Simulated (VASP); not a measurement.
Pt:

```
Pt
1.0
     2.77313    0.00000    0.00000
     1.38657    2.40160    0.00000
     1.38657    0.80053    2.26425
Pt
1
Direct
  0.00000 0.00000 0.00000
```

* Program: VASP 6.6.1
* Task: relaxation of cell and atoms
* Functional: LDA
* Potentials or basis: VASP PAW LDA potentials, release 64 (Pt)
* Cutoff: 600 eV
* k mesh: 20 × 20 × 20
* Occupations: fermi-dirac, width 0.05 eV
* Spin: no spin polarisation

At the start: pressure -5.4 GPa; volume 15.08 Å³/atom.

Where does the relaxation end?

Over 3 steps the energy falls by 4.8 meV/atom and the volume is 14.81 Å³/atom (-1.8 %); space group Fm-3m (No. 225, to 0.05 Å).

Step by step:
```csv
step,energy change (eV),largest force (eV/Å),pressure (GPa),volume (Å³)
1,0.0000,0.0000,-5.42,15.08
2,0.0428,0.0000,20.02,13.99
3,-0.0048,0.0000,-0.13,14.81
```

Final structure:
```
Pt
1.0
     2.75639    0.00000    0.00000
     1.37819    2.38710    0.00000
     1.37819    0.79570    2.25058
Pt
1
Direct
  0.00000 0.00000 0.00000
```
